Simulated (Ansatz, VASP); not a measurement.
One calculation of In2O3, two programs

Contents of INCAR:

```
PREC = Accurate ; ENCUT = 520
EDIFF = 1E-8 ; ISMEAR = -1
SIGMA = 0.02 ; LREAL = Auto
LASPH = T ; NELM = 100
ALGO = Normal ; ISIF = 2
LWAVE = F ; LCHARG = F
GGA = PE ; LEFG = T
NBANDS = 202
```

The input KPOINTS:

```
regular mesh
0
Gamma
  3 3 3
```

The input POSCAR:

```
In2O3
1.0
   -5.0600000000      5.0600000000      5.0600000000
    5.0600000000     -5.0600000000      5.0600000000
    5.0600000000      5.0600000000     -5.0600000000
In O
16 24
Direct
    0.5000563614      0.5000563614      0.5000563614
    0.5000000000      0.0000000000     -0.0000563614
   -0.0000563614      0.5000000000      0.0000000000
    0.0000000000     -0.0000563614      0.5000000000
    0.2500000000      0.2162312703     -0.0337687297
    0.7500000000      0.2837687297      0.5337687297
   -0.0337687297      0.2500000000      0.2162312703
    0.5337687297      0.7500000000      0.2837687297
    0.2162312703     -0.0337687297      0.2500000000
    0.2837687297      0.5337687297      0.7500000000
    0.2500000000      0.7162957176      0.4662957176
    0.7500000000      0.7837042824      1.0337042824
    0.4662957176      0.2500000000      0.7162957176
    1.0337042824      0.7500000000      0.7837042824
    0.7162957176      0.4662957176      0.2500000000
    0.7837042824      1.0337042824      0.7500000000
    0.4541760290      0.4638612255      0.2274374085
    0.7364238170      0.2267386204      0.2725625915
    0.0458239710      0.2732613796      0.0096851965
    0.7635761830      0.0361387745      0.4903148035
    0.2274374085      0.4541760290      0.4638612255
    0.2725625915      0.7364238170      0.2267386204
    0.0096851965      0.0458239710      0.2732613796
    0.4903148035      0.7635761830      0.0361387745
    0.4638612255      0.2274374085      0.4541760290
    0.2267386204      0.2725625915      0.7364238170
    0.2732613796      0.0096851965      0.0458239710
    0.0361387745      0.4903148035      0.7635761830
    0.7725646483      0.5457685786      0.5360924082
    0.5096761704      0.2364722401     -0.0360924082
    0.7274353517      0.2635277599      0.7732039303
   -0.0096761704     -0.0457685786      0.7267960697
    0.5360924082      0.7725646483      0.5457685786
   -0.0360924082      0.5096761704      0.2364722401
    0.7732039303      0.7274353517      0.2635277599
    0.7267960697     -0.0096761704     -0.0457685786
    0.5457685786      0.5360924082      0.7725646483
    0.2364722401     -0.0360924082      0.5096761704
    0.2635277599      0.7732039303      0.7274353517
   -0.0457685786      0.7267960697     -0.0096761704
```

Input for Ansatz:

```yaml
crystal:
  lattice:
    - [-5.06, 5.06, 5.06]
    - [5.06, -5.06, 5.06]
    - [5.06, 5.06, -5.06]
  atoms:
    - { symbol: In, position: [0.5000563614, 0.5000563614, 0.5000563614] }
    - { symbol: In, position: [0.5, 0.0, -5.63614e-05] }
    - { symbol: In, position: [-5.63614e-05, 0.5, 0.0] }
    - { symbol: In, position: [0.0, -5.63614e-05, 0.5] }
    - { symbol: In, position: [0.25, 0.2162312703, -0.0337687297] }
    - { symbol: In, position: [0.75, 0.2837687297, 0.5337687297] }
    - { symbol: In, position: [-0.0337687297, 0.25, 0.2162312703] }
    - { symbol: In, position: [0.5337687297, 0.75, 0.2837687297] }
    - { symbol: In, position: [0.2162312703, -0.0337687297, 0.25] }
    - { symbol: In, position: [0.2837687297, 0.5337687297, 0.75] }
    - { symbol: In, position: [0.25, 0.7162957176, 0.4662957176] }
    - { symbol: In, position: [0.75, 0.7837042824, 1.0337042824] }
    - { symbol: In, position: [0.4662957176, 0.25, 0.7162957176] }
    - { symbol: In, position: [1.0337042824, 0.75, 0.7837042824] }
    - { symbol: In, position: [0.7162957176, 0.4662957176, 0.25] }
    - { symbol: In, position: [0.7837042824, 1.0337042824, 0.75] }
    - { symbol: O, position: [0.454176029, 0.4638612255, 0.2274374085] }
    - { symbol: O, position: [0.736423817, 0.2267386204, 0.2725625915] }
    - { symbol: O, position: [0.045823971, 0.2732613796, 0.0096851965] }
    - { symbol: O, position: [0.763576183, 0.0361387745, 0.4903148035] }
    - { symbol: O, position: [0.2274374085, 0.454176029, 0.4638612255] }
    - { symbol: O, position: [0.2725625915, 0.736423817, 0.2267386204] }
    - { symbol: O, position: [0.0096851965, 0.045823971, 0.2732613796] }
    - { symbol: O, position: [0.4903148035, 0.763576183, 0.0361387745] }
    - { symbol: O, position: [0.4638612255, 0.2274374085, 0.454176029] }
    - { symbol: O, position: [0.2267386204, 0.2725625915, 0.736423817] }
    - { symbol: O, position: [0.2732613796, 0.0096851965, 0.045823971] }
    - { symbol: O, position: [0.0361387745, 0.4903148035, 0.763576183] }
    - { symbol: O, position: [0.7725646483, 0.5457685786, 0.5360924082] }
    - { symbol: O, position: [0.5096761704, 0.2364722401, -0.0360924082] }
    - { symbol: O, position: [0.7274353517, 0.2635277599, 0.7732039303] }
    - { symbol: O, position: [-0.0096761704, -0.0457685786, 0.7267960697] }
    - { symbol: O, position: [0.5360924082, 0.7725646483, 0.5457685786] }
    - { symbol: O, position: [-0.0360924082, 0.5096761704, 0.2364722401] }
    - { symbol: O, position: [0.7732039303, 0.7274353517, 0.2635277599] }
    - { symbol: O, position: [0.7267960697, -0.0096761704, -0.0457685786] }
    - { symbol: O, position: [0.5457685786, 0.5360924082, 0.7725646483] }
    - { symbol: O, position: [0.2364722401, -0.0360924082, 0.5096761704] }
    - { symbol: O, position: [0.2635277599, 0.7732039303, 0.7274353517] }
    - { symbol: O, position: [-0.0457685786, 0.7267960697, -0.0096761704] }
kpoints:
  mp_grid: { grid: [3, 3, 3] }
scf:
  occupations: { method: fermi_dirac, width: 0.02 }
hamiltonian:
  xc: pbe
  pseudopotentials: { kind: paw, frozen_core: stored }
output:
  forces: true
  stress: true
  populations: true
  efg:
    quadrupole_moments_barn: { In: 0.772, O: -0.02558 }
    contact_densities: true
  write_density: true
  write_potential: true
  elf: true
  volumetric_format: npy
```

Alike in both runs: task electric field gradients; functional PBE; k mesh 3 × 3 × 3; occupations fermi-dirac, width 0.02 eV; no spin polarisation.

|  | VASP | Ansatz |
| --- | --- | --- |
| version | VASP 6.6.1 | Ansatz 0.2.0 |
| potentials or method | VASP PAW PBE potentials, release 64 (In_d, O) | plane-wave PAW, scalar-relativistic |
| plane-wave cutoff (eV) | 520 | 420 |
| valence electrons in the cell | 352 | 352 |

|  | VASP | Ansatz | Ansatz less VASP |
| --- | --- | --- | --- |
| gap on the k mesh at the Fermi level (eV) | 1.20 | 1.21 | +0.009 |
| pressure (GPa) | 8.5 | 8.0 | -0.47 |
| rms of the force components (eV/Å) | 0.007 | 0.006 | -0.0012 |
| size of Vzz on the site where it differs most (V/Å²) | 78.7 | 76.0 | -2.72 |

Atom by atom the forces differ by 0.003 eV/Å (rms over components). With one functional, cell and mesh, what is left measures potentials, basis and numerics.
